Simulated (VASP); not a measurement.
# W (Im-3m) in VASP: further runs

W is run at these levels: PBEsol; tasks: single point.

All numbers are computed with VASP 6.6.1; they aren't measurements. Logs are shortened: lines on timing, memory, paths and dates and some standing lists are left out, and cuts for length are marked.

**1. The cell of the first run**

It takes space group Im-3m (No. 229, cubic). Conventional cell: a = 3.073 Å, b = 3.073 Å, c = 3.073 Å, α = 90.00°, β = 90.00°, γ = 90.00°. Within 3.5 Å of W (site symmetry m-3m) lie 14 W at 2.66 to 3.07 Å.

**2. Single point, PBEsol**

File INCAR:

```
PREC = Accurate ; ENCUT = 520
EDIFF = 1E-6 ; ISMEAR = 0
SIGMA = 0.1 ; LREAL = False
LASPH = True ; NELM = 60
ALGO = Normal ; ISIF = 2
LWAVE = False ; LCHARG = False
GGA = PS ; NBANDS = 13
```

File KPOINTS:

```
regular mesh
0
Gamma
  18 18 18
```

File POSCAR:

```
W
1.0
   -1.5363579951      1.5363579951      1.5363579951
    1.5363579951     -1.5363579951      1.5363579951
    1.5363579951      1.5363579951     -1.5363579951
W
1
Direct
    0.0000000000      0.0000000000      0.0000000000
```

Potentials or basis: VASP PAW PBE potentials, release 64 (W_sv).

Started as:

```sh
$ cat potpaw_PBE.64/W_sv/POTCAR > POTCAR
$ mpirun -np 1 vasp_std > vasp.out
```

OUTCAR:

```text
PREC = Accurate
   ENCUT = 520
   EDIFF = 1E-6
   ISMEAR = 0
   LREAL = False
   LASPH = True
   NELM = 60
   ISIF = 2
   GGA = PS

 ion  position               nearest neighbor table
   1  0.000  0.000  0.000-

  LATTYP: Found a body centered cubic cell.
 ALAT       =     3.0727159902

  Lattice vectors:

 A1 = (  -1.5363579951,   1.5363579951,   1.5363579951)
 A2 = (   1.5363579951,  -1.5363579951,   1.5363579951)
 A3 = (   1.5363579951,   1.5363579951,  -1.5363579951)

Analysis of symmetry for initial positions (statically):
=====================================================================
 Subroutine PRICEL returns:
 Original cell was already a primitive cell.

 Routine SETGRP: Setting up the symmetry group for a
 body centered cubic supercell.

 Subroutine GETGRP returns: Found 48 space group operations
 (whereof 48 operations were pure point group operations)
 out of a pool of 48 trial point group operations.

The static configuration has the point symmetry O_h .

Analysis of symmetry for dynamics (positions and initial velocities):
=====================================================================
 Subroutine PRICEL returns:
 Original cell was already a primitive cell.

 Routine SETGRP: Setting up the symmetry group for a
 body centered cubic supercell.

 Subroutine GETGRP returns: Found 48 space group operations
 (whereof 48 operations were pure point group operations)
 out of a pool of 48 trial point group operations.

The dynamic configuration has the point symmetry O_h .

 Subroutine INISYM returns: Found 48 space group operations
 (whereof 48 operations are pure point group operations),
 and found     1 'primitive' translations

----------------------------------------------------------------------------------------

                                     Primitive cell

  volume of cell :      14.5057

  direct lattice vectors                    reciprocal lattice vectors
    -1.536357995  1.536357995  1.536357995     0.000000000  0.325444982  0.325444982
     1.536357995 -1.536357995  1.536357995     0.325444982  0.000000000  0.325444982
     1.536357995  1.536357995 -1.536357995     0.325444982  0.325444982  0.000000000

  length of vectors
     2.661050106  2.661050106  2.661050106     0.460248707  0.460248707  0.460248707

  position of ions in fractional coordinates (direct lattice)
     0.000000000  0.000000000  0.000000000

  ion indices of the primitive-cell ions
   primitive index   ion index
                 1           1

----------------------------------------------------------------------------------------

 KPOINTS: regular mesh

Automatic generation of k-mesh.
 Grid dimensions read from file:
 generate k-points for:   18   18   18

 Generating k-lattice:

  Cartesian coordinates                     Fractional coordinates (reciprocal lattice)
     0.000000000  0.018080277  0.018080277     0.055555556  0.000000000  0.000000000
     0.018080277  0.000000000  0.018080277     0.000000000  0.055555556  0.000000000
     0.018080277  0.018080277  0.000000000     0.000000000  0.000000000  0.055555556

  Length of vectors
     0.025569373  0.025569373  0.025569373

  Shift w.r.t. Gamma in fractional coordinates (k-lattice)
     0.000000000  0.000000000  0.000000000

 Subroutine IBZKPT returns following result:
 ===========================================

 Found    195 irreducible k-points:

 Following reciprocal coordinates:
            Coordinates               Weight
  0.000000  0.000000  0.000000      1.000000
  0.055556  0.000000  0.000000     12.000000
  0.111111  0.000000  0.000000     12.000000
  0.166667  0.000000  0.000000     12.000000
  0.222222  0.000000  0.000000     12.000000
  0.277778  0.000000  0.000000     12.000000
[... 16 lines left out ...]
  0.333333  0.111111  0.000000     48.000000
  0.388889  0.111111  0.000000     48.000000
 [... further k-points ...]
   k-points           NKPTS =    195   k-points in BZ     NKDIM =    195   number of bands    NBANDS=     13
   number of dos      NEDOS =    301   number of ions     NIONS =      1
   total plane-waves  NPLWV =   8000
   dimension x,y,z NGX =    20 NGY =   20 NGZ =   20
   dimension x,y,z NGXF=    40 NGYF=   40 NGZF=   40
   ions per type =               1
   NGX,Y,Z   is equivalent  to a cutoff of  12.49, 12.49, 12.49 a.u.
   NGXF,Y,Z  is equivalent  to a cutoff of  24.99, 24.99, 24.99 a.u.
 SYSTEM =  unknown system
   PREC   = accura    normal or accurate (medium, high low for compatibility)
   ISTART =      0    job   : 0-new  1-cont  2-samecut
   ICHARG =      2    charge: 1-file 2-atom 10-const
   ISPIN  =      1    spin polarized calculation?
   LNONCOLLINEAR =      F non collinear calculations
   LSORBIT =      F    spin-orbit coupling
   LASPH  =      T    aspherical Exc in radial PAW
   ENCUT  =  520.0 eV  38.22 Ry    6.18 a.u.   4.95  4.95  4.95*2*pi/ulx,y,z
   NELM   =     60;   NELMIN=  2; NELMDL= -5     # of ELM steps
   EDIFF  = 0.1E-05   stopping-criterion for ELM
   LREAL  =      F    real-space projection
   EDIFFG = 0.1E-04   stopping-criterion for IOM
   NSW    =      0    number of steps for IOM
   IBRION =     -1    ionic relax: 0-MD 1-quasi-New 2-CG
   NFREE  =      0    steps in history (QN), initial steepest desc. (CG)
   ISIF   =      2    stress and relaxation
   ISYM   =      2    0-nonsym 1-usesym 2-fastsym
   POTIM  = 0.5000    time-step for ionic-motion
   TEBEG  =    0.0;   TEEND  =   0.0 temperature during run
   PSTRESS=    0.0 pullay stress
   NELECT =      14.0000    total number of electrons
   NUPDOWN=      -1.0000    fix difference up-down
   EMIN   =  10.00;   EMAX   =-10.00  energy-range for DOS
   EFERMI =   0.00;   METHOD = LEGACY
   ISMEAR =     0;   SIGMA  =   0.10  broadening in eV -4-tet -1-fermi 0-gaus
   EFERMI_NEDOS =   21; number of points for ismear=-14 and -15
   IALGO  =     38    algorithm
   IMIX   =      4    mixing-type and parameters
     AMIX     =   0.40;   BMIX     =  1.00
     AMIX_MAG =   1.60;   BMIX_MAG =  1.00
  volume/ion in A,a.u.               =      14.51        97.89
  Fermi-wavevector in a.u.,A,eV,Ry     =   1.617851  3.057294 35.612442  2.617441
  Thomas-Fermi vector in A             =   2.712209
   LORBIT       =      0    0 simple, 1 ext, 2 COOP (PROOUT), +10 PAW based schemes
   GGA     = PS    functional components
   LHFCALC =     F    Hartree Fock is set to
   AEXX    =    0.0000 exact exchange contribution
   IVDW    =     0    specifies the selected vdW correction
   LEPSILON=     F    determine dielectric tensor
   LRPA    =     F    only Hartree local field effects (RPA)
 non-spin polarized calculation
 Gauss-broadening in eV      SIGMA  =   0.10
  energy-cutoff  :      520.00
  volume of cell :       14.51
 maximum number of plane-waves:       402
   NGX =  9   NGY =  9   NGZ =  9

 number of electron      13.9999995 magnetization

 Free energy of the ion-electron system (eV)
  ---------------------------------------------------
  ext. energy  EPLUGINS =         0.00000000
  ---------------------------------------------------
  free energy    TOTEN  =       -13.68991264 eV

  energy without entropy =      -13.68606751  energy(sigma->0) =      -13.68799008

 E-fermi :  12.5921     XC(G=0): -14.2709

 val. band max:       12.5915821360   @ k =  -0.2778   0.3333   0.2222
 cond. band min:      12.6174153803   @ k =  -0.1667   0.1667   0.1111
 fundamental gap:      0.0258332444
 Fermi energy:        12.5920721484

 k-point     1 :       0.0000    0.0000    0.0000
  band No.  band energies     occupation
      1     -61.4423      2.00000
      2     -24.8440      2.00000
      3     -24.8440      2.00000
      4     -24.8440      2.00000
      5       2.4668      2.00000
      6      11.2024      2.00000
      7      11.2024      2.00000
      8      11.2024      2.00000
      9      15.0484      0.00000
     10      15.0484      0.00000
     11      27.3340      0.00000
     12      27.3340      0.00000
     13      27.3340      0.00000

 k-point     2 :       0.0556    0.0000    0.0000
  band No.  band energies     occupation
      1     -61.4363      2.00000
      2     -24.9016      2.00000
      3     -24.8615      2.00000
      4     -24.8445      2.00000
      5       2.6351      2.00000
      6      11.0970      2.00000
      7      11.1789      2.00000
      8      11.3654      2.00000
      9      14.8716      0.00000
     10      15.0476      0.00000
     11      27.4845      0.00000
     12      27.6163      0.00000
     13      27.7777      0.00000

 k-point     3 :       0.1111    0.0000    0.0000
  band No.  band energies     occupation
      1     -61.4192      2.00000
      2     -25.0649      2.00000
      3     -24.9114      2.00000
      4     -24.8457      2.00000
      5       3.1178      2.00000
      6      10.8070      2.00000
      7      11.0773      2.00000
      8      11.8491      2.00000
      9      14.5023      0.00000
     10      15.0548      0.00000
     11      27.8727      0.00000
     12      28.4358      0.00000
     13      28.9219      0.00000
[... 305 lines left out ...]
 k-point    23 :       0.3333    0.1111    0.0000
  band No.  band energies     occupation
      1     -61.2595      2.00000
      2     -26.3472      2.00000
      3     -25.3889      2.00000
      4     -24.9324      2.00000
      5       6.2805      2.00000
      6       8.9104      2.00000
      7      11.3468      2.00000
      8      14.7539      0.00000
      9      16.1076      0.00000
     10      18.6917      0.00000
     11      25.5861      0.00000
     12      26.8782      0.00000
     13      31.9162      0.00000

 k-point    24 :       0.3889    0.1111    0.0000
  band No.  band energies     occupation
      1     -61.2430      2.00000
      2     -26.4640      2.00000
      3     -25.4461      2.00000
      4     -24.9349      2.00000
      5       6.2145      2.00000
      6       8.7541      2.00000
      7      12.1795      2.00000
      8      14.8560      0.00000
      9      16.3896      0.00000
     10      19.8820      0.00000
     11      24.7760      0.00000
     12      25.7302      0.00000
     13      30.8266      0.00000

 [... further k-points ...]
[... 5 lines left out ...]
  --------------------------------------------------------------------------------------
  -------------------------------------------------------------------------------------
  Total        2.8199102      2.8199102      2.8199102      0.0000000      0.0000000     -0.0000000
  in kB      311.4645314    311.4645314    311.4645314      0.0000000      0.0000000     -0.0000000
  external PRESSURE =     311.4645314 kB  Pullay stress =       0.0000000 kB

 VOLUME and BASIS-vectors are now :
 -----------------------------------------------------------------------------
  energy-cutoff  :      520.00
  volume of cell :       14.51
      direct lattice vectors                 reciprocal lattice vectors
    -1.536357995  1.536357995  1.536357995     0.000000000  0.325444982  0.325444982
     1.536357995 -1.536357995  1.536357995     0.325444982  0.000000000  0.325444982
     1.536357995  1.536357995 -1.536357995     0.325444982  0.325444982  0.000000000

 POSITION                                       TOTAL-FORCE (eV/Angst)
 -----------------------------------------------------------------------------------
      0.00000      0.00000      0.00000         0.000000     -0.000000     -0.000000
 -----------------------------------------------------------------------------------
    total drift:                                0.000000     -0.000000      0.000000

  FREE ENERGIE OF THE ION-ELECTRON SYSTEM (eV)
  ---------------------------------------------------
  free  energy   TOTEN  =       -13.6899126400 eV

  energy  without entropy=      -13.6860675106  energy(sigma->0) =      -13.68799008
```

It took 37 s on 1 thread of Intel Xeon 8259CL, shared host; peak memory 0.15 GiB.

Results:

```
Free energy            : -13.6899 eV
Pressure               : 31.1 GPa
Band gap on the k mesh : zero (bands 7 and 8 overlap by 7.25 eV)
```

Caveat: the cell stands under pressure; the PAW data sets were made with another functional, which shifts forces and pressure a little; spin-orbit coupling is left out, which moves the levels of the heavy elements.

**3. Single point, PBEsol**

This run uses another cell than the first one, of 15.05 Å³/atom.

File INCAR:

```
SYSTEM = W
PREC = Accurate ; ENCUT = 520
EDIFF = 1E-6 ; ISMEAR = 0
SIGMA = 0.1 ; LREAL = .FALSE.
LASPH = .TRUE. ; NELM = 80
ALGO = Fast ; ISIF = 2
LWAVE = .FALSE. ; LCHARG = .FALSE.
GGA = PS ; NBANDS = 13
```

File KPOINTS:

```
regular mesh
0
G
  18 18 18
  0 0 0
```

File POSCAR:

```
W
1.0
   -1.5551784033      1.5551784033      1.5551784033
    1.5551784033     -1.5551784033      1.5551784033
    1.5551784033      1.5551784033     -1.5551784033
W
1
Direct
    0.0000000000      0.0000000000      0.0000000000
```

Potentials or basis: VASP PAW PBE potentials, release 64 (W_sv).

Started as:

```sh
$ cat potpaw_PBE.64/W_sv/POTCAR > POTCAR
$ mpirun -np 1 vasp_std > vasp.out
```

Wall time 49 s (1 thread of Intel Xeon 8259CL, shared host); peak memory 0.15 GiB.

It converged, with:

```yaml
Free_energy: -13.7688 eV
Pressure: 15.9 GPa
Band_gap_on_the_k_mesh: zero (bands 7 and 8 overlap by 6.90 eV)
```

Levels at points of the mesh, in eV from the Fermi level:
| k point | band 5 | band 6 | band 7 | band 8 | band 9 | band 10 |
| --- | --- | --- | --- | --- | --- | --- |
| (0.00, 0.00, 0.00) | -9.93 | -1.32 | -1.32 | -1.32 | 2.37 | 2.37 |
| (0.50, 0.00, 0.00) | -6.63 | -3.83 | 0.91 | 2.31 | 3.35 | 6.66 |
| (0.50, 0.50, 0.50) | -6.27 | -6.27 | 5.58 | 5.58 | 5.58 | 8.71 |

Caveat: the cell stands under pressure; the PAW data sets were made with another functional, which shifts forces and pressure a little; spin-orbit coupling is left out, which moves the levels of the heavy elements.

**4. Single point, PBEsol**

This run uses another cell than the first one, of 15.33 Å³/atom.

File INCAR:

```
  PREC = Accurate
  ENCUT = 520
  EDIFF = 1E-7
  ISMEAR = 0
  SIGMA = 0.1
  LREAL = F
  LASPH = T
  NELM = 80
  ALGO = Normal
  ISIF = 2
  LWAVE = F
  LCHARG = T
  GGA = PS
  LELF = T
  LVHAR = T
  NBANDS = 13
```

File KPOINTS:

```
Automatic mesh
0
Gamma
  18 18 18
```

File POSCAR:

```
W
1.0
   -1.5649633735      1.5649633735      1.5649633735
    1.5649633735     -1.5649633735      1.5649633735
    1.5649633735      1.5649633735     -1.5649633735
W
1
Direct
    0.0000000000      0.0000000000      0.0000000000
```

Started as:

```sh
$ cat potpaw_PBE.64/W_sv/POTCAR > POTCAR
$ mpirun -np 1 vasp_std > vasp.out
```

Run time: 39 s. Hardware: 1 thread of Intel Xeon 8259CL, shared host; peak memory 0.15 GiB.

Results (log left out):

```yaml
Free_energy: -13.7909 eV
Pressure: 8.8 GPa
Band_gap_on_the_k_mesh: zero (bands 7 and 8 overlap by 6.72 eV)
```

Levels at points of the mesh, in eV from the Fermi level:
```csv
k point,band 4,band 5,band 6,band 7,band 8,band 9,band 10,band 11
"(0.00, 0.00, 0.00)",-37.60,-9.83,-1.28,-1.28,-1.28,2.33,2.33,14.63
"(0.50, 0.00, 0.00)",-37.61,-6.50,-3.73,0.83,2.25,3.27,6.49,11.60
"(0.50, 0.50, 0.50)",-38.60,-6.12,-6.12,5.44,5.44,5.44,8.54,8.54
```

Caveat: the cell stands under pressure; the PAW data sets were made with another functional, which shifts forces and pressure a little; spin-orbit coupling is left out, which moves the levels of the heavy elements.

**5. Overview**

```csv
cell,gap on the mesh (eV),pressure (GPa)
"a = 2.661 Å, angles 109.5°, 1 atom",none,31.1
"a = 2.694 Å, angles 109.5°, 1 atom",none,15.9
"a = 2.711 Å, angles 109.5°, 1 atom",none,8.8
```

Alike in all rows: task single point; level PBEsol; potentials or basis VASP PAW PBE potentials, release 64 (W_sv); no spin polarisation; k mesh 18 × 18 × 18; cutoff (eV) 520; smearing gaussian 0.1 eV.

Caveats: the cell stands under pressure; the PAW data sets were made with another functional, which shifts forces and pressure a little; spin-orbit coupling is left out, which moves the levels of the heavy elements.

Absolute energies hang on the potentials; compare differences alone.
